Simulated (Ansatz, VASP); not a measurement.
One calculation of Te3MoPt, two programs

INCAR

```
PREC = Accurate
ENCUT = 600
EDIFF = 1E-6
ISMEAR = 0
SIGMA = 0.1
LREAL = F
LASPH = T
NELM = 60
ALGO = Normal
ISIF = 3
LWAVE = F
LCHARG = F
GGA = PE
IBRION = 2
NSW = 90
EDIFFG = -0.04
```

The input KPOINTS:

```
Automatic mesh
0
Gamma
  4 4 4
```

The input POSCAR:

```
Te3MoPt
1.0
    3.5465479900     -3.5947068100      0.0000000000
    3.5465479900      3.5947068100      0.0000000000
    0.0000000000      0.0000000000      4.7585434200
Te Mo Pt
3 1 1
Direct
    0.5000000000      0.0000000000      0.0000000000
    0.0000000000      0.5000000000      0.0000000000
    0.5000000000      0.5000000000      0.5000000000
    0.0000000000      0.0000000000      0.5000000000
    0.5000000000      0.5000000000      0.0000000000
```

Input for Ansatz:

```yaml
crystal:
  lattice:
    - [3.54654799, -3.59470681, 0.0]
    - [3.54654799, 3.59470681, 0.0]
    - [0.0, 0.0, 4.75854342]
  atoms:
    - { symbol: Te, position: [0.5, 0.0, 0.0] }
    - { symbol: Te, position: [0.0, 0.5, 0.0] }
    - { symbol: Te, position: [0.5, 0.5, 0.5] }
    - { symbol: Mo, position: [0.0, 0.0, 0.5] }
    - { symbol: Pt, position: [0.5, 0.5, 0.0] }
basis:
  ecutwfc: 420
kpoints:
  mp_grid: { grid: [4, 4, 4] }
hamiltonian:
  xc: pbe
scf:
  occupations: { method: gaussian, width: 0.1 }
  lower_state_search: "off"
output:
  forces: true
  stress: true
  eigenvalues: true
relax:
  adjacent_minimum: "off"
  f_tol: 0.04
  max_steps: 70
  cell: { stress_tol: 0.4 }
```

Change from the starting cell: species swapped into the KAgF3 type (Cmmm, No. 65).

Alike in both runs: task relaxation of cell and atoms; functional PBE; k mesh 4 × 4 × 4; occupations gaussian, width 0.1 eV; no spin polarisation.

|  | VASP | Ansatz |
| --- | --- | --- |
| version | VASP 6.6.1 | Ansatz 0.2.0 |
| potentials or method | VASP PAW PBE potentials, release 64 (Te, Mo_sv, Pt), cutoff 600 eV | scalar-relativistic, plane waves, PAW |
| valence electrons in the cell | 42 | 80 |

```csv
,VASP,Ansatz,Ansatz less VASP
"gap on the k mesh at the Fermi level, each at its own relaxed structure (eV)",none,none,-
relaxed volume (Å³/atom),28.07,28.11,+0.034
relaxed length of the cell vector where the two differ most in proportion (Å),5.201,5.210,+0.0089
```

A gap of «none» marks a metal or a gap that the smearing closes. VASP's potentials hold 42 valence electrons a cell and Ansatz's 80, so a difference there can come from the potentials and not from the codes.

Spin-orbit coupling is off throughout. Noted on VASP's run: the volume moved by over 15 % at a fixed basis, so the end points are rough; too few bands were computed for a metal, which touches its energy and stress.
